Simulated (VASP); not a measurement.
Here is a VASP 6.6.1 calculation.

File INCAR:

```
SYSTEM = Si16O
PREC = Accurate
ENCUT = 520
EDIFF = 1E-6
ISMEAR = 0
SIGMA = 0.02
LREAL = Auto
LASPH = .True.
NELM = 80
ALGO = Normal
ISIF = 2
LWAVE = .False.
LCHARG = .False.
GGA = PE
NBANDS = 49
```

File KPOINTS:

```
regular mesh
0
Gamma
  5 4 4
  0 0 0
```

POSCAR

```
Si16O
1.0
    0.0000000000      0.0000000000      6.3650227274
    7.7025612697      0.0000000001      0.0000000000
   -3.8512806349      6.6706137337      0.0000000000
Si O
16 1
Direct
    0.0672189118      0.1601642957      0.3203285913
    0.0672189118      0.1601642957      0.8398357043
    0.0654731855      0.6666666667      0.3333333333
    0.0672189118      0.6796714087      0.8398357043
    0.5665349927      0.3390366818      0.1695183409
    0.5674268264      0.3333333333      0.6666666667
    0.5665349927      0.8304816591      0.1695183409
    0.5665349927      0.8304816591      0.6609633182
    0.4327810882      0.1601642957      0.3203285913
    0.4327810882      0.1601642957      0.8398357043
    0.4345268145      0.6666666667      0.3333333333
    0.4327810882      0.6796714087      0.8398357043
    0.9334650073      0.3390366818      0.1695183409
    0.9325731736      0.3333333333      0.6666666667
    0.9334650073      0.8304816591      0.1695183409
    0.9334650073      0.8304816591      0.6609633182
    0.2500000000      0.0000000000      0.0000000000
```

Potentials or basis: VASP PAW PBE potentials, release 64 (Si, O).

Run with:

```sh
$ cat potpaw_PBE.64/Si/POTCAR potpaw_PBE.64/O/POTCAR > POTCAR
$ mpirun -np 1 vasp_std > vasp.out
```

What does it give for the band gap on the k mesh?

Zero (bands 35 and 36 overlap by 0.70 eV).

Predict the largest force.

0.008 eV/Å.

Estimate the pressure.

0.2 GPa.

Stress tensor (GPa, compression positive):
```
-0.91  0.00  0.00
 0.00 -0.91  0.00
 0.00  0.00  2.33
```

Caveat: the cell differs from its parent crystal (with an interstitial atom, then relaxed in part).
